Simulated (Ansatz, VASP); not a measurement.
## One calculation of Be2CdO3, two programs

Contents of INCAR:

```
SYSTEM = Be2CdO3
ALGO = Normal
EDIFF = 1E-7
EDIFFG = -0.08
ENCUT = 600
GGA = PE
GGA_COMPAT = .False.
IBRION = 2
ISIF = 3
ISMEAR = 0
LASPH = .True.
LCHARG = .False.
LREAL = .False.
LWAVE = .False.
NELM = 120
NELMIN = 4
NSW = 36
PREC = Accurate
SIGMA = 0.15
```

File KPOINTS:

```
k-points
0
Gamma
  4 4 2
  0 0 0
```

Contents of POSCAR:

```
Be2CdO3
1.0
    3.1124495400      0.0000000000      0.0000000000
    0.0000000000      3.1124495400      0.0000000000
    0.0000000000      0.0000000000      6.8570185700
Be Cd O
2 1 3
Direct
    0.0000000000      0.5000000000      0.7315000300
    0.5000000000      0.0000000000      0.2684999700
    0.0000000000      0.0000000000      0.0000000000
    0.0000000000      0.5000000000      0.3835000100
    0.5000000000      0.0000000000      0.6164999900
    0.5000000000      0.5000000000      0.0000000000
```

Input for Ansatz:

```yaml
crystal:
  lattice:
    - [3.11244954, 0.0, 0.0]
    - [0.0, 3.11244954, 0.0]
    - [0.0, 0.0, 6.85701857]
  atoms:
    - { symbol: Be, position: [0.0, 0.5, 0.73150003] }
    - { symbol: Be, position: [0.5, 0.0, 0.26849997] }
    - { symbol: Cd, position: [0.0, 0.0, 0.0] }
    - { symbol: O, position: [0.0, 0.5, 0.38350001] }
    - { symbol: O, position: [0.5, 0.0, 0.61649999] }
    - { symbol: O, position: [0.5, 0.5, 0.0] }
basis:
  ecutwfc: 420
kpoints:
  mp_grid: { grid: [4, 4, 2] }
hamiltonian:
  xc: pbe
scf:
  occupations: { method: gaussian, width: 0.15 }
  lower_state_search: "off"
output:
  forces: true
  stress: true
  eigenvalues: true
relax:
  adjacent_minimum: "off"
  f_tol: 0.08
  max_steps: 16
  cell: { stress_tol: 0.8 }
```

Change from the starting cell: species swapped into the Ti2CuSb3 type (P-4m2, No. 115).

Alike in both runs: task relaxation of cell and atoms; functional PBE; k mesh 4 × 4 × 2; occupations gaussian, width 0.15 eV; no spin polarisation.

|  | VASP | Ansatz |
| --- | --- | --- |
| version | VASP 6.6.1 | Ansatz 0.2.0 |
| potentials or method | VASP PAW PBE potentials, release 64 (Be, Cd, O), cutoff 600 eV | scalar-relativistic, plane waves, PAW |
| valence electrons in the cell | 34 | 42 |

VASP gave:

* gap on the k mesh at the Fermi level, each at its own relaxed structure (eV): none
* relaxed volume (Å³/atom): 11.56
* relaxed length of the cell vector where the two differ most in proportion (Å): 8.049

Task: What did Ansatz give for the same quantities?

Result: gap on the k mesh at the Fermi level, each at its own relaxed structure (eV): none; relaxed volume (Å³/atom): 11.99; relaxed length of the cell vector where the two differ most in proportion (Å): 8.424.

A gap of «none» marks a metal or a gap that the smearing closes. VASP's potentials hold 34 valence electrons a cell and Ansatz's 42, so a difference there can come from the potentials and not from the codes.

The k mesh is coarse, so the values compare programs but aren't converged.
